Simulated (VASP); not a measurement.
**HfRu3: single point with PBEsol**

HfRu3:

```
Hf Ru
1.0
     3.92882    0.00000    0.00000
     0.00000    3.92882    0.00000
     0.00000    0.00000    3.92882
Hf Ru
1 3
Direct
  0.00000 0.00000 0.00000
  0.00000 0.50000 0.50000
  0.50000 0.50000 0.00000
  0.50000 0.00000 0.50000
```

```yaml
Program: VASP 6.6.1
Task: single point
Functional: PBEsol
Potentials_or_basis: VASP PAW PBE potentials, release 64 (Hf_pv, Ru_pv)
Cutoff: 520 eV
k_mesh: 8 × 8 × 8
Occupations: gaussian, width 0.05 eV
Spin: no spin polarisation
Dipole_correction: no
Further_INCAR_settings: ALGO = Normal; EDIFF = 1e-06; NBANDS = 34
```

* Pressure: -5.7 GPa
* Band gap on the k mesh: zero (bands 26 and 27 overlap by 3.13 eV)

Levels at points of the mesh, in eV from the Fermi level:
| k point | band 22 | band 23 | band 24 | band 25 | band 26 | band 27 | band 28 | band 29 | band 30 | band 31 |
| --- | --- | --- | --- | --- | --- | --- | --- | --- | --- | --- |
| (0.00, 0.00, 0.00) | -1.40 | 0.62 | 0.62 | 1.77 | 2.28 | 2.28 | 2.28 | 3.94 | 3.94 | 3.94 |
| (0.50, 0.00, 0.00) | -2.22 | -0.95 | -0.64 | -0.27 | -0.27 | -0.22 | 0.93 | 2.28 | 2.40 | 2.40 |
| (0.50, 0.50, 0.00) | -2.25 | -2.13 | -1.08 | -0.85 | -0.77 | -0.77 | 0.03 | 0.10 | 3.18 | 3.18 |
| (0.50, 0.50, 0.50) | -1.49 | -0.92 | -0.92 | 0.99 | 1.65 | 1.65 | 1.65 | 1.82 | 1.82 | 1.82 |

Run time: 62 s on 1 thread of AMD EPYC 7R43 64-Core Processor (Zen 3), on a shared host, peak memory 0.17 GiB.

Caveat: the cell stands under tension; the PAW data sets were made with another functional, which shifts forces and pressure a little; spin-orbit coupling is left out, which moves the levels of the heavy elements.
